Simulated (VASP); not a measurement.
Here is a VASP 6.6.1 calculation.

File INCAR:

```
ALGO = Fast
EDIFF = 1E-6
ENCUT = 520
GGA = PE
ISIF = 2
ISMEAR = 0
LASPH = True
LCHARG = True
LELF = True
LREAL = False
LVHAR = True
LWAVE = False
NBANDS = 21
NELM = 80
PREC = Accurate
SIGMA = 0.15
```

Contents of KPOINTS:

```
k-points
0
Gamma
  18 18 18
```

Contents of POSCAR:

```
Sn
1.0
    0.0000000000      3.5134164227      2.9864039593
    3.5134164227      0.0000000000      2.9864039593
    3.5134164227      3.5134164227      0.0000000000
Sn
2
Direct
    0.5000000000      0.5000000000      0.5000000000
    0.7500000000      0.7500000000      0.7500000000
```

Potentials or basis: VASP PAW PBE potentials, release 64 (Sn_d).

Launch:

```sh
$ cat potpaw_PBE.64/Sn_d/POTCAR > POTCAR
$ mpirun -np 1 vasp_std > vasp.out
```

Problem. Predict the pressure.

Solution. -0.3 GPa.

Problem. Predict the band gap on the k mesh.

Solution. Zero (band 14 reaches 5.15 eV, above the bottom of band 15 at 4.50 eV).

Stress tensor (GPa, compression positive):
```
-1.37  0.00  0.00
 0.00 -1.37  0.00
 0.00  0.00  1.90
```

Caveat: spin-orbit coupling is left out, which moves the levels of the heavy elements.
